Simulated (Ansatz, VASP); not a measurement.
BN in VASP and in Ansatz

```
B N
1.0
     0.00000    1.75068    1.82769
     1.75068    0.00000    1.82769
     1.75068    1.75068    0.00000
B N
1 1
Cartesian
  0.0000 0.0000 0.0000
  0.8753 0.8753 0.9138
```

Change from the starting cell: epitaxial_xy strain -3.0%.

Alike in both runs: task single point; functional PBE; k mesh 12 × 12 × 12; occupations fermi-dirac, width 0.02 eV; no spin polarisation.

```csv
,VASP,Ansatz
version,VASP 6.6.1,Ansatz 0.2.0
potentials or method,"VASP PAW PBE potentials, release 64 (B, N)","plane waves, PAW"
plane-wave cutoff (eV),520,420
valence electrons in the cell,8,8
```

VASP gave:

```
gap on the k mesh at the Fermi level (eV)                     : 4.11
pressure (GPa)                                                : 25.7
traceless stress, the component that is largest in VASP (GPa) : -19.69
```

Question: Estimate Ansatz's values.

Answer: gap on the k mesh at the Fermi level (eV): 4.12; pressure (GPa): 25.2; traceless stress, the component that is largest in VASP (GPa): -19.69.

The functional is the same, so the differences come from potentials, cutoffs and numerics.
